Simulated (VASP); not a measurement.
Here is a VASP 6.6.1 calculation.

File INCAR:

```
SYSTEM = NbCd3
PREC = Accurate
ENCUT = 520
EDIFF = 1E-7
ISMEAR = -1
SIGMA = 0.08
LREAL = .FALSE.
LASPH = .TRUE.
NELM = 60
ALGO = Normal
ISIF = 2
LWAVE = .FALSE.
LCHARG = .FALSE.
NBANDS = 32
```

The input KPOINTS:

```
Automatic mesh
0
G
  9 9 9
  0 0 0
```

Contents of POSCAR:

```
NbCd3
1.0
    4.1289554482      0.0000000000      0.0000000000
    0.0000000000      4.1289554482      0.0000000000
    0.0000000000      0.0000000000      4.1289554482
Nb Cd
1 3
Direct
    0.0000000000      0.0000000000      0.0000000000
    0.0000000000      0.5000000000      0.5000000000
    0.5000000000      0.0000000000      0.5000000000
    0.5000000000      0.5000000000      0.0000000000
```

Potentials or basis: VASP PAW LDA potentials, release 64 (Nb_sv, Cd).

Run with:

```console
$ cat potpaw_LDA.64/Nb_sv/POTCAR potpaw_LDA.64/Cd/POTCAR > POTCAR
$ mpirun -np 1 vasp_std > vasp.out
```

(1) Estimate the pressure.

(2) Predict the band gap on the k mesh.

## Answers

(1) 6.6 GPa.

(2) zero (an odd number of electrons rules out a gap without spin polarisation).

Caveat: the cell stands under pressure.
